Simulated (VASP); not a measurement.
# BN (F-43m) in VASP: notebook

The runs below take BN through vibrations by perturbation theory, with PBEsol.

All numbers are computed with VASP 6.6.1; they aren't measurements. Logs are shortened: lines on timing, memory, paths and dates and some standing lists are left out, and cuts for length are marked.

## (1) The cell of the first run

Symmetry: F-43m, No. 216, cubic system. The conventional cell has a = 3.582 Å, b = 3.582 Å, c = 3.582 Å, α = 90.00°, β = 90.00°, γ = 90.00°. Within 2.1 Å of B (site symmetry -43m) lie 4 N at 1.55 Å. Within 2.1 Å of N (site symmetry -43m) lie 4 B at 1.55 Å.

## (2) Vibrations by perturbation theory, PBEsol

Contents of INCAR:

```
SYSTEM = BN
ALGO = Normal
EDIFF = 1E-8
ENCUT = 520
GGA = PS
IBRION = 8
ISIF = 2
ISMEAR = 0
LASPH = .TRUE.
LCHARG = .FALSE.
LEPSILON = .TRUE.
LREAL = .FALSE.
LWAVE = .FALSE.
NBANDS = 11
NELM = 100
NSW = 1
PREC = Accurate
SIGMA = 0.01
```

Contents of KPOINTS:

```
k-points
0
G
  12 12 12
  0 0 0
```

Contents of POSCAR:

```
BN
1.0
    0.0000000000      1.7908633283      1.7908633283
    1.7908633283      0.0000000000      1.7908633283
    1.7908633283      1.7908633283      0.0000000000
B N
1 1
Direct
    0.0000000000      0.0000000000      0.0000000000
    0.7500000000      0.7500000000      0.7500000000
```

Potentials or basis: VASP PAW PBE potentials, release 64 (B, N).

Started as:

```console
> cat potpaw_PBE.64/B/POTCAR potpaw_PBE.64/N/POTCAR > POTCAR
> mpirun -np 1 vasp_std > vasp.out
```

OUTCAR:

```text
SYSTEM = BN
   EDIFF = 1E-8
   ENCUT = 520
   GGA = PS
   IBRION = 8
   ISIF = 2
   ISMEAR = 0
   LASPH = .TRUE.
   LEPSILON = .TRUE.
   LREAL = .FALSE.
   NELM = 100
   NSW = 1
   PREC = Accurate

 ion  position               nearest neighbor table
   1  0.000  0.000  0.000-   2 1.55   2 1.55   2 1.55   2 1.55
   2  0.750  0.750  0.750-   1 1.55   1 1.55   1 1.55   1 1.55

  LATTYP: Found a face centered cubic cell.
 ALAT       =     3.5817266566

  Lattice vectors:

 A1 = (   0.0000000000,   1.7908633283,   1.7908633283)
 A2 = (   1.7908633283,   0.0000000000,   1.7908633283)
 A3 = (   1.7908633283,   1.7908633283,   0.0000000000)

Analysis of symmetry for initial positions (statically):
=====================================================================
 Subroutine PRICEL returns:
 Original cell was already a primitive cell.

 Routine SETGRP: Setting up the symmetry group for a
 face centered cubic supercell.

 Subroutine GETGRP returns: Found 24 space group operations
 (whereof 24 operations were pure point group operations)
 out of a pool of 48 trial point group operations.

The static configuration has the point symmetry T_d .

Analysis of symmetry for dynamics (positions and initial velocities):
=====================================================================
 Subroutine PRICEL returns:
 Original cell was already a primitive cell.

 Routine SETGRP: Setting up the symmetry group for a
 face centered cubic supercell.

 Subroutine GETGRP returns: Found 24 space group operations
 (whereof 24 operations were pure point group operations)
 out of a pool of 48 trial point group operations.

The dynamic configuration has the point symmetry T_d .

 Subroutine INISYM returns: Found 24 space group operations
 (whereof 24 operations are pure point group operations),
 and found     1 'primitive' translations

----------------------------------------------------------------------------------------

                                     Primitive cell

  volume of cell :      11.4873

  direct lattice vectors                    reciprocal lattice vectors
     0.000000000  1.790863328  1.790863328    -0.279194951  0.279194951  0.279194951
     1.790863328  0.000000000  1.790863328     0.279194951 -0.279194951  0.279194951
     1.790863328  1.790863328  0.000000000     0.279194951  0.279194951 -0.279194951

  length of vectors
     2.532663207  2.532663207  2.532663207     0.483579841  0.483579841  0.483579841

  position of ions in fractional coordinates (direct lattice)
     0.000000000  0.000000000  0.000000000
     0.750000000  0.750000000  0.750000000

  ion indices of the primitive-cell ions
   primitive index   ion index
                 1           1
                 2           2

----------------------------------------------------------------------------------------

 KPOINTS: k-points

Automatic generation of k-mesh.
 Grid dimensions read from file:
 generate k-points for:   12   12   12

 Generating k-lattice:

  Cartesian coordinates                     Fractional coordinates (reciprocal lattice)
[... 485 lines left out ...]
  ---------------------------------------------------
  ---------------------------------------------------
  free energy    TOTEN  =        -0.12264021 eV

  energy without entropy =       -0.12264021

------------------------ aborting loop because EDIFF is reached ----------------------------------------

--------------------------------------- Ionic step        2  -------------------------------------------

------------------------ aborting loop because EDIFF is reached ----------------------------------------

--------------------------------------- Ionic step        3  -------------------------------------------

------------------------ aborting loop because EDIFF is reached ----------------------------------------

 PIEZOELECTRIC TENSOR FIELD DIRECTION 3  (e Angst)
 -----------------------------------------------------------------------------
    -0.00034  0.73861  0.00000           ( -0.00000  0.00357  0.00000)
     0.73861 -0.00034  0.00000           (  0.00357 -0.00000  0.00000)
     0.00000  0.00000  0.00028           (  0.00000  0.00000 -0.00000)

 PIEZOELECTRIC TENSOR FIELD DIRECTION 3  (C/m^2)
 -----------------------------------------------------------------------------
    -0.00047  1.03017  0.00000
     1.03017 -0.00047  0.00000
     0.00000  0.00000  0.00039

--------------------------------------- Ionic step        4  -------------------------------------------

------------------------ aborting loop because EDIFF is reached ----------------------------------------

[... ionic steps 5 to 6 ...]

--------------------------------------- Ionic step        7  -------------------------------------------

 Free energy of the ion-electron system (eV)
  ---------------------------------------------------
  ---------------------------------------------------
  free energy    TOTEN  =        -0.23004209 eV

  energy without entropy =       -0.23004209

------------------------ aborting loop because EDIFF is reached ----------------------------------------

 INTERNAL STRAIN TENSOR  FOR ION    2  DIRECTION 1   (eV/Angst):
 -----------------------------------------------------------------------------
     0.00886  0.00000  0.00000
     0.00000 -0.00330  3.59984
     0.00000  3.59984 -0.00330

 MACROSCOPIC STATIC DIELECTRIC TENSOR (including local field effects in DFT)
 ------------------------------------------------------
           4.611345    -0.000000     0.000000
           0.000000     4.611345     0.000000
          -0.000000     0.000000     4.611345
 ------------------------------------------------------

 PIEZOELECTRIC TENSOR (including local field effects)  for field in x, y, z        (e  Angst)
          XX          YY          ZZ          XY          YZ          ZX
  --------------------------------------------------------------------------------
  x     0.00000     0.00000    -0.00000    -0.00000     0.73910    -0.00000
  y     0.00000    -0.00000     0.00000     0.00000    -0.00000     0.73910
  z     0.00000    -0.00000     0.00000     0.73910     0.00000    -0.00000

 PIEZOELECTRIC TENSOR (including local field effects)  for field in x, y, z        (C/m^2)
          XX          YY          ZZ          XY          YZ          ZX
  --------------------------------------------------------------------------------
  x     0.00000     0.00000    -0.00000    -0.00000     1.03086    -0.00000
  y     0.00000    -0.00000     0.00000     0.00000    -0.00000     1.03086
  z     0.00000    -0.00000     0.00000     1.03086     0.00000    -0.00000

 BORN EFFECTIVE CHARGES (including local field effects) (in |e|, cummulative output)
 ---------------------------------------------------------------------------------
 ion    1
    1     1.88948     0.00000     0.00000
    2     0.00000     1.88948     0.00000
    3    -0.00000     0.00000     1.88948
 ion    2
    1    -1.88948     0.00000    -0.00000
    2     0.00000    -1.88948     0.00000
    3     0.00000    -0.00000    -1.88948

 INTERNAL STRAIN TENSOR FOR ION    2 for displacements in x,y,z  (eV/Angst):
          X           Y           Z          XY          YZ          ZX
  --------------------------------------------------------------------------------
  x     0.00000     0.00000     0.00000     0.00000     3.59984     0.00000
  y     0.00000     0.00000     0.00000     0.00000     0.00000     3.59984
  z     0.00000     0.00000     0.00000     3.59984     0.00000     0.00000

 SECOND DERIVATIVES (NOT SYMMETRIZED)
 ------------------------------------
               1X          1Y          1Z          2X          2Y          2Z
  1X   -25.955710    0.000000    0.000000   25.955710    0.000000    0.000000
  1Y     0.000000  -25.955710    0.000000    0.000000   25.955710    0.000000
  1Z     0.000000    0.000000  -25.955710    0.000000    0.000000   25.955710
  2X    25.949551    0.000000    0.000000  -25.949551    0.000000    0.000000
  2Y     0.000000   25.949551    0.000000    0.000000  -25.949551    0.000000
  2Z     0.000000    0.000000   25.949551    0.000000    0.000000  -25.949551

 Eigenvectors and eigenvalues of the dynamical matrix
 ----------------------------------------------------

   1 f  =   32.245057 THz   202.601671 2PiTHz 1075.579342 cm-1   133.354782 meV
             X         Y         Z           dx          dy          dz
      0.000000  0.000000  0.000000     0.751227   -0.000000    0.000000
      2.686295  2.686295  2.686295    -0.660044    0.000000    0.000000
[... 21 lines left out ...]
   6 f/i=    0.001897 THz     0.011920 2PiTHz    0.063282 cm-1     0.007846 meV
             X         Y         Z           dx          dy          dz
      0.000000  0.000000  0.000000     0.346473   -0.561796    0.000000
      2.686295  2.686295  2.686295     0.394337   -0.639406    0.000000

--------------------------------------------------------------------------------------------------------

 MACROSCOPIC STATIC DIELECTRIC TENSOR IONIC CONTRIBUTION
 ------------------------------------------------------
           2.166960    -0.000000     0.000000
          -0.000000     2.166960    -0.000000
           0.000000    -0.000000     2.166960
 ------------------------------------------------------

 ELASTIC MODULI CONTR FROM IONIC RELAXATION (kBar)
 Direction    XX          YY          ZZ          XY          YZ          ZX
 --------------------------------------------------------------------------------
 XX          -0.0000     -0.0000     -0.0000      0.0000      0.0000     -0.0000
 YY          -0.0000     -0.0000     -0.0000      0.0000      0.0000     -0.0000
 ZZ          -0.0000     -0.0000     -0.0000      0.0000      0.0000     -0.0000
 XY           0.0000      0.0000      0.0000    -66.5084     -0.0000      0.0000
 YZ           0.0000      0.0000      0.0000     -0.0000    -66.5084      0.0000
 ZX          -0.0000     -0.0000     -0.0000      0.0000      0.0000    -66.5084
 --------------------------------------------------------------------------------

 PIEZOELECTRIC TENSOR IONIC CONTR  for field in x, y, z        (C/m^2)
          XX          YY          ZZ          XY          YZ          ZX
  --------------------------------------------------------------------------------
  x     0.00000     0.00000     0.00000    -0.00000    -0.35722     0.00000
  y    -0.00000    -0.00000    -0.00000     0.00000     0.00000    -0.35722
  z     0.00000     0.00000     0.00000    -0.35722    -0.00000     0.00000
```

Wall time 1.8 min (1 thread of AMD EPYC 9R45 (Zen 5), shared host); peak memory 0.17 GiB.

What came out:

- Electronic dielectric tensor (diagonal): 4.61
- Born charges (mean of the diagonal): B +1.89; N -1.89 e
- Highest phonon frequency at Γ, LO-TO splitting left out: 1076 cm⁻¹

Phonon frequencies in cm⁻¹ (negative: imaginary):
| q point | frequencies |
| --- | --- |
| (0.000, 0.000, 0.000) | 0 0 0 1076 1076 1076 |

Electronic dielectric tensor:
```
4.61 0.00 0.00
0.00 4.61 0.00
0.00 0.00 4.61
```

Born effective charge tensors (e):
atom 1, B
```
1.89 0.00 0.00
0.00 1.89 0.00
0.00 0.00 1.89
```
atom 2, N
```
-1.89  0.00  0.00
 0.00 -1.89  0.00
 0.00  0.00 -1.89
```

Caveat: the cell stands under pressure or tension, which shifts response properties; the PAW data sets were made with another functional, which shifts forces and pressure a little.

## (3) Vibrations by perturbation theory, PBEsol (5.74 Å³/atom)

Contents of INCAR:

```
ALGO = Normal ; EDIFF = 1E-8
ENCUT = 520 ; GGA = PS
IBRION = 8 ; ISIF = 2
ISMEAR = 0 ; LASPH = True
LCHARG = True ; LEPSILON = True
LREAL = False ; LWAVE = False
NELM = 100 ; NSW = 1
PREC = Accurate ; SIGMA = 0.01
```

Contents of KPOINTS:

```
k-points
0
Gamma
  12 12 12
```

Contents of POSCAR:

```
BN
1.0
    0.0000000000      1.7907454638      1.7907454638
    1.7907454638      0.0000000000      1.7907454638
    1.7907454638      1.7907454638      0.0000000000
B N
1 1
Direct
    0.0000000000      0.0000000000      0.0000000000
    0.7500000000      0.7500000000      0.7500000000
```

Potentials or basis: VASP PAW PBE potentials, release 64 (B, N).

Started as:

```console
> cat potpaw_PBE.64/B/POTCAR potpaw_PBE.64/N/POTCAR > POTCAR
> mpirun -np 1 vasp_std > vasp.out
```

OUTCAR:

```text
EDIFF = 1E-8
   ENCUT = 520
   GGA = PS
   IBRION = 8
   ISIF = 2
   ISMEAR = 0
   LASPH = True
   LEPSILON = True
   LREAL = False
   NELM = 100
   NSW = 1
   PREC = Accurate

 ion  position               nearest neighbor table
   1  0.000  0.000  0.000-   2 1.55   2 1.55   2 1.55   2 1.55
   2  0.750  0.750  0.750-   1 1.55   1 1.55   1 1.55   1 1.55

  LATTYP: Found a face centered cubic cell.
 ALAT       =     3.5814909276

  Lattice vectors:

 A1 = (   0.0000000000,   1.7907454638,   1.7907454638)
 A2 = (   1.7907454638,   0.0000000000,   1.7907454638)
 A3 = (   1.7907454638,   1.7907454638,   0.0000000000)

Analysis of symmetry for initial positions (statically):
=====================================================================
 Subroutine PRICEL returns:
 Original cell was already a primitive cell.

 Routine SETGRP: Setting up the symmetry group for a
 face centered cubic supercell.

 Subroutine GETGRP returns: Found 24 space group operations
 (whereof 24 operations were pure point group operations)
 out of a pool of 48 trial point group operations.

The static configuration has the point symmetry T_d .

Analysis of symmetry for dynamics (positions and initial velocities):
=====================================================================
 Subroutine PRICEL returns:
 Original cell was already a primitive cell.

 Routine SETGRP: Setting up the symmetry group for a
 face centered cubic supercell.

 Subroutine GETGRP returns: Found 24 space group operations
[... 522 lines left out ...]
          XX          YY          ZZ          XY          YZ          ZX
  --------------------------------------------------------------------------------
  x     0.00000    -0.00000    -0.00000     0.00000     1.03086     0.00000
  y     0.00000     0.00000     0.00000     0.00000     0.00000     1.03086
  z     0.00000     0.00000    -0.00000     1.03086     0.00000     0.00000

 BORN EFFECTIVE CHARGES (including local field effects) (in |e|, cummulative output)
 ---------------------------------------------------------------------------------
 ion    1
    1     1.88939    -0.00000     0.00000
    2    -0.00000     1.88939    -0.00000
    3     0.00000     0.00000     1.88939
 ion    2
    1    -1.88939     0.00000     0.00000
    2     0.00000    -1.88939     0.00000
    3     0.00000     0.00000    -1.88939

 INTERNAL STRAIN TENSOR FOR ION    2 for displacements in x,y,z  (eV/Angst):
          X           Y           Z          XY          YZ          ZX
  --------------------------------------------------------------------------------
  x     0.00000    -0.00000    -0.00000     0.00000     3.61001     0.00000
  y    -0.00000     0.00000    -0.00000     0.00000     0.00000     3.61001
  z    -0.00000    -0.00000     0.00000     3.61001     0.00000     0.00000

 SECOND DERIVATIVES (NOT SYMMETRIZED)
 ------------------------------------
               1X          1Y          1Z          2X          2Y          2Z
  1X   -25.968124    0.000000    0.000000   25.968124    0.000000    0.000000
  1Y     0.000000  -25.968124    0.000000    0.000000   25.968124    0.000000
  1Z     0.000000    0.000000  -25.968124    0.000000    0.000000   25.968124
  2X    25.961931    0.000000    0.000000  -25.961931    0.000000    0.000000
  2Y     0.000000   25.961931    0.000000    0.000000  -25.961931    0.000000
  2Z     0.000000    0.000000   25.961931    0.000000    0.000000  -25.961931

 Eigenvectors and eigenvalues of the dynamical matrix
 ----------------------------------------------------

   1 f  =   32.252759 THz   202.650064 2PiTHz 1075.836251 cm-1   133.386635 meV
             X         Y         Z           dx          dy          dz
      0.000000  0.000000  0.000000    -0.751227    0.000000    0.000000
      2.686118  2.686118  2.686118     0.660044    0.000000    0.000000
[... 21 lines left out ...]
   6 f/i=    0.001907 THz     0.011983 2PiTHz    0.063618 cm-1     0.007888 meV
             X         Y         Z           dx          dy          dz
      0.000000  0.000000  0.000000     0.000000   -0.660044    0.000000
      2.686118  2.686118  2.686118     0.000000   -0.751227    0.000000

--------------------------------------------------------------------------------------------------------

 MACROSCOPIC STATIC DIELECTRIC TENSOR IONIC CONTRIBUTION
 ------------------------------------------------------
           2.166144    -0.000000    -0.000000
          -0.000000     2.166144     0.000000
          -0.000000     0.000000     2.166144
 ------------------------------------------------------

 ELASTIC MODULI CONTR FROM IONIC RELAXATION (kBar)
 Direction    XX          YY          ZZ          XY          YZ          ZX
 --------------------------------------------------------------------------------
 XX          -0.0000      0.0000      0.0000      0.0000     -0.0000      0.0000
 YY           0.0000     -0.0000     -0.0000      0.0000      0.0000     -0.0000
 ZZ           0.0000     -0.0000     -0.0000     -0.0000      0.0000      0.0000
 XY           0.0000      0.0000     -0.0000    -66.8748      0.0000     -0.0000
 YZ          -0.0000      0.0000      0.0000      0.0000    -66.8748      0.0000
 ZX           0.0000     -0.0000      0.0000     -0.0000      0.0000    -66.8748
 --------------------------------------------------------------------------------

 PIEZOELECTRIC TENSOR IONIC CONTR  for field in x, y, z        (C/m^2)
          XX          YY          ZZ          XY          YZ          ZX
  --------------------------------------------------------------------------------
  x    -0.00000     0.00000     0.00000     0.00000    -0.35814     0.00000
  y     0.00000    -0.00000     0.00000    -0.00000     0.00000    -0.35814
  z     0.00000     0.00000    -0.00000    -0.35814     0.00000    -0.00000
```

OSZICAR:

```text
N       E                     dE             d eps       ncg     rms          rms(c)
DAV:   1     0.834509113485E+01    0.83451E+01   -0.53455E+03  1192   0.101E+03
DAV:   2    -0.191682478480E+02   -0.27513E+02   -0.26975E+02  1672   0.178E+02
DAV:   3    -0.193297788512E+02   -0.16153E+00   -0.16153E+00  1288   0.173E+01
DAV:   4    -0.193299121446E+02   -0.13329E-03   -0.13329E-03  1648   0.442E-01
[... 140 lines left out ...]
RMM:   7    -0.230046218027E+00    0.42819E-05   -0.67537E-08  7472   0.653E-04    0.613E-05
RMM:   8    -0.230046483538E+00   -0.26551E-06   -0.54875E-09  6880   0.690E-05    0.261E-05
RMM:   9    -0.230046360850E+00    0.12269E-06    0.33095E-09  7784   0.346E-05    0.168E-06
RMM:  10    -0.230046354235E+00    0.66146E-08    0.15728E-09  6631   0.241E-06    0.789E-07
 Linear response finished
```

It took 86 s on 1 thread of AMD EPYC 9R45 (Zen 5), shared host; peak memory 0.16 GiB.

What came out:

- Electronic dielectric tensor (diagonal): 4.61
- Born charges (mean of the diagonal): B +1.89; N -1.89 e
- Highest phonon frequency at Γ, LO-TO splitting left out: 1076 cm⁻¹

Phonon frequencies in cm⁻¹ (negative: imaginary):
| q point | frequencies |
| --- | --- |
| (0.000, 0.000, 0.000) | 0 0 0 1076 1076 1076 |

Electronic dielectric tensor:
```
4.61 0.00 0.00
0.00 4.61 0.00
0.00 0.00 4.61
```

Born effective charge tensors (e):
atom 1, B
```
1.89 0.00 0.00
0.00 1.89 0.00
0.00 0.00 1.89
```
atom 2, N
```
-1.89  0.00  0.00
 0.00 -1.89  0.00
 0.00  0.00 -1.89
```

Caveat: the cell stands under pressure or tension, which shifts response properties; the PAW data sets were made with another functional, which shifts forces and pressure a little.

(Continued in part 2 of 3.)
